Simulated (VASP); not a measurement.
# MgB5 (R3m) in VASP: notebook

MgB5 is run at these levels: PBE; tasks: single point.

Program: VASP 6.6.1. These are calculated values, not measurements. Logs are shortened: lines on timing, memory, paths and dates and some standing lists are left out, and cuts for length are marked.

## 1. The cell of the first run

The structure is trigonal, space group R3m (No. 160). The conventional cell has a = 3.718 Å, b = 3.718 Å, c = 12.295 Å, α = 90.00°, β = 90.00°, γ = 120.00°. Mg (site symmetry 3m) has 16 B at 2.20 to 2.79 Å within 2.9 Å. B (site symmetry m) has 7 B at 1.71 to 2.10 Å within 2.3 Å. Within 2.4 Å of B (site symmetry 3m) lie 7 B at 1.80 to 2.10 Å. B (site symmetry 3m) has 4 B at 1.71 to 1.80 Å and 3 Mg at 2.20 Å within 2.3 Å.

The cell was built from a structure type or drawn by symmetry, and may not be a known phase.

## 2. Single point, PBE

Contents of INCAR:

```
SYSTEM = MgB5
PREC     = Accurate       ! precision mode
ENCUT    = 520            ! plane-wave cutoff, eV
EDIFF    = 1E-6           ! SCF threshold, eV
ISMEAR   = 0              ! smearing method
SIGMA    = 0.1            ! smearing width, eV
LREAL    = .False.        ! projectors in reciprocal space
LASPH    = .True.         ! aspherical terms in the spheres
NELM     = 80             ! most SCF steps
ALGO     = Normal         ! electronic algorithm
ISIF     = 2              ! what is computed and relaxed
LWAVE    = .False.        ! write WAVECAR
LCHARG   = .True.         ! write CHGCAR
GGA      = PE             ! functional
LELF     = .True.         ! ELF
LVHAR    = .True.       
NBANDS   = 18             ! bands
```

Contents of KPOINTS:

```
Automatic mesh
0
Gamma
  6 6 6
  0 0 0
```

Contents of POSCAR:

```
MgB5
1.0
    1.8591713300      1.0733930679      4.0982920581
   -1.8591713300      1.0733930679      4.0982920581
    0.0000000000     -2.1467861357      4.0982920581
Mg B
1 5
Direct
    0.7431917381      0.7431917381      0.7431917381
    0.0927562126      0.6036774329      0.0927562126
    0.0927562126      0.0927562126      0.6036774329
    0.6036774329      0.0927562126      0.0927562126
    0.5164868539      0.5164868539      0.5164868539
    0.3701286300      0.3701286300      0.3701286300
```

Potentials or basis: VASP PAW PBE potentials, release 64 (Mg, B).

Started as:

```
$ cat potpaw_PBE.64/Mg/POTCAR potpaw_PBE.64/B/POTCAR > POTCAR
$ mpirun -np 1 vasp_std > vasp.out
```

OUTCAR:

```text
SYSTEM = MgB5
   PREC = Accurate
   ENCUT = 520
   EDIFF = 1E-6
   ISMEAR = 0
   LREAL = .False.
   LASPH = .True.
   NELM = 80
   ISIF = 2
   GGA = PE

 ion  position               nearest neighbor table
   1  0.743  0.743  0.743-   6 2.20   6 2.20   6 2.20   5 2.52   5 2.52   5 2.52   2 2.52   4 2.52
                             3 2.52   3 2.59   3 2.59   2 2.59   4 2.59   2 2.59   4 2.59   5 2.79
   2  0.093  0.604  0.093-   6 1.71   4 1.82   3 1.82   4 1.90   3 1.90   5 2.10   5 2.10   1 2.52
                             1 2.59   1 2.59
   3  0.093  0.093  0.604-   6 1.71   4 1.82   2 1.82   2 1.90   4 1.90   5 2.10   5 2.10   1 2.52
                             1 2.59   1 2.59
   4  0.604  0.093  0.093-   6 1.71   2 1.82   3 1.82   2 1.90   3 1.90   5 2.10   5 2.10   1 2.52
                             1 2.59   1 2.59
   5  0.516  0.516  0.516-   6 1.80   3 2.10   3 2.10   4 2.10   2 2.10   4 2.10   2 2.10   1 2.52
                             1 2.52   1 2.52   1 2.79
   6  0.370  0.370  0.370-   2 1.71   4 1.71   3 1.71   5 1.80   1 2.20   1 2.20   1 2.20

  LATTYP: Found a trigonal (rhomboedric) cell.
 ALAT       =     4.6265201292
 COS(alpha) =     0.6770316902

  Lattice vectors:

 A1 = (   1.8591713300,   1.0733930679,   4.0982920581)
 A2 = (  -1.8591713300,   1.0733930679,   4.0982920581)
 A3 = (   0.0000000000,  -2.1467861357,   4.0982920581)

Analysis of symmetry for initial positions (statically):
=====================================================================
 Subroutine PRICEL returns:
 Original cell was already a primitive cell.

 Routine SETGRP: Setting up the symmetry group for a
 trigonal (rhombohedral) supercell.

 Subroutine GETGRP returns: Found  6 space group operations
 (whereof  6 operations were pure point group operations)
 out of a pool of 12 trial point group operations.

The static configuration has the point symmetry C_3v.

Analysis of symmetry for dynamics (positions and initial velocities):
=====================================================================
 Subroutine PRICEL returns:
 Original cell was already a primitive cell.

 Routine SETGRP: Setting up the symmetry group for a
 trigonal (rhombohedral) supercell.

 Subroutine GETGRP returns: Found  6 space group operations
 (whereof  6 operations were pure point group operations)
 out of a pool of 12 trial point group operations.

The dynamic configuration has the point symmetry C_3v.

 Subroutine INISYM returns: Found  6 space group operations
 (whereof  6 operations are pure point group operations),
 and found     1 'primitive' translations

[... 103 lines left out ...]
   LREAL  =      F    real-space projection
   EDIFFG = 0.1E-04   stopping-criterion for IOM
   NSW    =      0    number of steps for IOM
   IBRION =     -1    ionic relax: 0-MD 1-quasi-New 2-CG
   NFREE  =      0    steps in history (QN), initial steepest desc. (CG)
   ISIF   =      2    stress and relaxation
   ISYM   =      2    0-nonsym 1-usesym 2-fastsym
   POTIM  = 0.5000    time-step for ionic-motion
   TEBEG  =    0.0;   TEEND  =   0.0 temperature during run
   PSTRESS=    0.0 pullay stress
   NELECT =      17.0000    total number of electrons
   NUPDOWN=      -1.0000    fix difference up-down
   EMIN   =  10.00;   EMAX   =-10.00  energy-range for DOS
   EFERMI =   0.00;   METHOD = LEGACY
   ISMEAR =     0;   SIGMA  =   0.10  broadening in eV -4-tet -1-fermi 0-gaus
   EFERMI_NEDOS =   21; number of points for ismear=-14 and -15
   IALGO  =     38    algorithm
   IMIX   =      4    mixing-type and parameters
     AMIX     =   0.40;   BMIX     =  1.00
     AMIX_MAG =   1.60;   BMIX_MAG =  1.00
  volume/ion in A,a.u.               =       8.18        55.19
  Fermi-wavevector in a.u.,A,eV,Ry     =   1.149777  2.172764 17.986733  1.321988
  Thomas-Fermi vector in A             =   2.286445
   LORBIT       =      0    0 simple, 1 ext, 2 COOP (PROOUT), +10 PAW based schemes
   GGA     = PE    functional components
   LHFCALC =     F    Hartree Fock is set to
   AEXX    =    0.0000 exact exchange contribution
   IVDW    =     0    specifies the selected vdW correction
   LEPSILON=     F    determine dielectric tensor
   LRPA    =     F    only Hartree local field effects (RPA)
 non-spin polarized calculation
 Gauss-broadening in eV      SIGMA  =   0.10
  energy-cutoff  :      520.00
  volume of cell :       49.07
 maximum number of plane-waves:      1335
 NGX is ok and might be reduce to    36
   NGX = 17   NGY = 17   NGZ = 17

 number of electron      17.0000000 magnetization

 Free energy of the ion-electron system (eV)
  ---------------------------------------------------
  ext. energy  EPLUGINS =         0.00000000
  ---------------------------------------------------
  free energy    TOTEN  =       -32.25928502 eV

  energy without entropy =      -32.24643405  energy(sigma->0) =      -32.25285953

 E-fermi :   7.3750     XC(G=0): -11.3777

 val. band max:        7.3578697131   @ k =  -0.1667   0.3333   0.1667
 cond. band min:       7.3775994301   @ k =   0.1667   0.1667   0.0000
 fundamental gap:      0.0197297170
 Fermi energy:         7.3749613678

 k-point     1 :       0.0000    0.0000    0.0000
  band No.  band energies     occupation
      1      -8.8424      2.00000
      2      -2.3697      2.00000
      3      -0.2968      2.00000
      4       0.2930      2.00000
      5       1.6733      2.00000
      6       1.6733      2.00000
[... 481 lines left out ...]
      5       1.0762      2.00000
      6       2.3278      2.00000
[... 10 lines left out ...]
     17      15.5353      0.00000
     18      16.5446      0.00000

 [... further k-points ...]
[... 5 lines left out ...]
  --------------------------------------------------------------------------------------
  -------------------------------------------------------------------------------------
  Total       -0.0570554     -0.0570554     -0.0724638      0.0000000     -0.0000000      0.0000000
  in kB       -1.8628366     -1.8628366     -2.3659154      0.0000000     -0.0000000      0.0000000
  external PRESSURE =      -2.0305295 kB  Pullay stress =       0.0000000 kB

 VOLUME and BASIS-vectors are now :
 -----------------------------------------------------------------------------
  energy-cutoff  :      520.00
  volume of cell :       49.07
      direct lattice vectors                 reciprocal lattice vectors
     1.859171330  1.073393068  4.098292058     0.268937022  0.155270862  0.081334695
    -1.859171330  1.073393068  4.098292058    -0.268937022  0.155270862  0.081334695
     0.000000000 -2.146786136  4.098292058     0.000000000 -0.310541724  0.081334695

 POSITION                                       TOTAL-FORCE (eV/Angst)
 -----------------------------------------------------------------------------------
      0.00000      0.00000      9.13745         0.000000      0.000000      0.001655
     -0.94989      0.54842      3.23433        -0.002854      0.001648     -0.004889
      0.00000     -1.09684      3.23433         0.000000     -0.003296     -0.004889
      0.94989      0.54842      3.23433         0.002854      0.001648     -0.004889
      0.00000      0.00000      6.35014         0.000000     -0.000000     -0.001492
      0.00000      0.00000      4.55069         0.000000      0.000000      0.014504
 -----------------------------------------------------------------------------------
    total drift:                               -0.000000      0.000000     -0.000079

  FREE ENERGIE OF THE ION-ELECTRON SYSTEM (eV)
  ---------------------------------------------------
  free  energy   TOTEN  =       -32.2592850172 eV

  energy  without entropy=      -32.2464340474  energy(sigma->0) =      -32.25285953
```

OSZICAR:

```text
N       E                     dE             d eps       ncg     rms          rms(c)
DAV:   1     0.243104456286E+02    0.24310E+02   -0.69733E+03  1152   0.806E+02
DAV:   2    -0.329007885821E+02   -0.57211E+02   -0.53744E+02  1560   0.163E+02
DAV:   3    -0.348162999285E+02   -0.19155E+01   -0.18941E+01  1550   0.251E+01
DAV:   4    -0.348258767140E+02   -0.95768E-02   -0.95699E-02  1486   0.190E+00
DAV:   5    -0.348259478877E+02   -0.71174E-04   -0.71164E-04  1488   0.167E-01    0.705E+00
DAV:   6    -0.326055918571E+02    0.22204E+01   -0.25400E+00  1322   0.994E+00    0.338E+00
DAV:   7    -0.322777973855E+02    0.32779E+00   -0.88252E-01  1518   0.497E+00    0.142E+00
DAV:   8    -0.322590981773E+02    0.18699E-01   -0.59287E-02  1492   0.146E+00    0.504E-01
DAV:   9    -0.322592910325E+02   -0.19286E-03   -0.57833E-03  1364   0.477E-01    0.110E-01
DAV:  10    -0.322592773908E+02    0.13642E-04   -0.91680E-04  1360   0.200E-01    0.256E-02
DAV:  11    -0.322592746740E+02    0.27168E-05   -0.73181E-05  1414   0.539E-02    0.171E-02
DAV:  12    -0.322592834751E+02   -0.88011E-05   -0.10628E-05  1264   0.194E-02    0.518E-03
DAV:  13    -0.322592848564E+02   -0.13813E-05   -0.22604E-06  1396   0.896E-03    0.132E-03
DAV:  14    -0.322592850172E+02   -0.16076E-06   -0.10300E-07   692   0.205E-03
   1 F= -.32259285E+02 E0= -.32252860E+02  d E =-.128510E-01
```

stdout:

```text
POSCAR found type information on POSCAR MgB
 POSCAR found :  2 types and       6 ions
 scaLAPACK will be used
 LDA part: xc-table for (Slater+PW92), standard interpolation
 POSCAR, INCAR and KPOINTS ok, starting setup
 FFT: planning ... GRIDC
 FFT: planning ... GRID_SOFT
 FFT: planning ... GRID
 WAVECAR not read
 entering main loop
```

Run time: 24 s. Hardware: 1 thread of Intel Xeon 6975P-C (Granite Rapids), shared host; peak memory 0.2 GiB.

Results:

- Free energy: -32.2593 eV
- Pressure: -0.2 GPa
- Largest force: 0.015 eV/Å
- Band gap on the k mesh: zero (an odd number of electrons rules out a gap without spin polarisation)

Forces in eV/Å, atoms in the order of the input:
```
Mg   0.000  0.000  0.002
B   -0.003  0.002 -0.005
B    0.000 -0.003 -0.005
B    0.003  0.002 -0.005
B    0.000  0.000 -0.001
B    0.000  0.000  0.015
```

## 3. Single point, PBE

This run uses another cell than the first one, of 9.12 Å³/atom.

Contents of INCAR:

```
PREC = Accurate
ENCUT = 520
EDIFF = 1E-6
ISMEAR = 0
SIGMA = 0.1
LREAL = False
LASPH = True
NELM = 80
ALGO = Normal
ISIF = 2
LWAVE = False
LCHARG = True
GGA = PE
LELF = True
LVHAR = True
NBANDS = 18
```

Contents of KPOINTS:

```
Automatic mesh
0
Gamma
  6 6 6
```

Contents of POSCAR:

```
MgB5
1.0
    1.9412316900      1.1207706400      4.1900873300
   -1.9412316900      1.1207706400      4.1900873300
    0.0000000000     -2.2415412800      4.1900873300
Mg B
1 5
Direct
    0.8036954500      0.8036954500      0.8036954500
    0.0803348100      0.5746795700      0.0803348100
    0.0803348100      0.0803348100      0.5746795700
    0.5746795700      0.0803348100      0.0803348100
    0.5091204900      0.5091204900      0.5091204900
    0.3708319500      0.3708319500      0.3708319500
```

Potentials or basis: VASP PAW PBE potentials, release 64 (Mg, B).

Started as:

```
$ cat potpaw_PBE.64/Mg/POTCAR potpaw_PBE.64/B/POTCAR > POTCAR
$ mpirun -np 1 vasp_std > vasp.out
```

It took 20 s on 1 thread of Intel Xeon 6975P-C (Granite Rapids), shared host; peak memory 0.2 GiB.

The run converged. Its results:

| Item | Value |
| --- | --- |
| Free energy | -25.4863 eV |
| Pressure | 16.3 GPa |
| Largest force | 18.760 eV/Å |
| Band gap on the k mesh | zero (an odd number of electrons rules out a gap without spin polarisation) |

Forces in eV/Å, atoms in the order of the input:
```
Mg    0.000   0.000 -18.760
B     3.669  -2.118   7.499
B     0.000   4.237   7.499
B    -3.669  -2.118   7.499
B     0.000   0.000  -0.071
B     0.000   0.000  -3.667
```

Stress tensor (GPa, compression positive):
```
 4.55  0.00  0.00
 0.00  4.55  0.00
 0.00  0.00 39.87
```

Levels at points of the mesh, in eV from the Fermi level:
```
           k point  band 4  band 5  band 6  band 7  band 8  band 9  band 10  band 11  band 12  band 13
(0.00, 0.00, 0.00)   -5.64   -5.41   -5.41   -1.94   -1.94   -0.19    -0.19     0.17     3.53     3.53
(0.50, 0.00, 0.00)   -6.55   -6.33   -4.78   -2.27   -2.03    0.05     2.72     2.91     4.52     4.87
(0.50, 0.50, 0.00)   -6.75   -6.02   -5.72   -2.01    0.10    2.47     2.95     3.16     3.43     4.89
(0.50, 0.50, 0.50)   -5.67   -5.67   -2.39   -1.97   -1.97   -0.26     0.95     0.95     4.09     4.09
```

Caveat: the cell stands under pressure; forces of over 1 eV/Å act on the atoms, so gaps and moduli don't describe the material at rest.
